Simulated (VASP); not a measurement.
A run of VASP 6.6.1 is set up as follows.

The input INCAR:

```
SYSTEM = MoSe
ALGO = Normal ; EDIFF = 1E-6
ENCUT = 520 ; GGA = PE
ISIF = 2 ; ISMEAR = 0
ISPIN = 2 ; LASPH = .TRUE.
LCHARG = .FALSE. ; LDAU = .TRUE.
LDAUJ = 0 0 ; LDAUL = 2 -1
LDAUPRINT = 1 ; LDAUTYPE = 2
LDAUU = 4.38 0 ; LMAXMIX = 4
LORBIT = 11 ; LREAL = .FALSE.
LWAVE = .FALSE. ; MAGMOM = 2 0
NBANDS = 21 ; NELM = 150
PREC = Accurate ; SIGMA = 0.1
```

The input KPOINTS:

```
k-points
0
G
  12 12 12
  0 0 0
```

Contents of POSCAR:

```
MoSe
1.0
    0.0000000000      3.1645542543      3.1645542543
    3.1645542543      0.0000000000      3.1645542543
    3.1645542543      3.1645542543      0.0000000000
Mo Se
1 1
Direct
    0.0000000000      0.0000000000      0.0000000000
    0.2500000000      0.2500000000      0.2500000000
```

Potentials or basis: VASP PAW PBE potentials, release 64 (Mo_sv, Se).

Command:

```bash
$ cat potpaw_PBE.64/Mo_sv/POTCAR potpaw_PBE.64/Se/POTCAR > POTCAR
$ mpirun -np 1 vasp_std > vasp.out
```

(1) Estimate the site moments.

(2) Estimate the pressure.

(3) Estimate the band gap on the k mesh.

(4) What does it give for the net moment?

## Answers

(1) Mo +3.64; Se -0.22 μB.

(2) -2.5 GPa.

(3) zero (filled and empty bands overlap).

(4) 4.00 μB per cell.
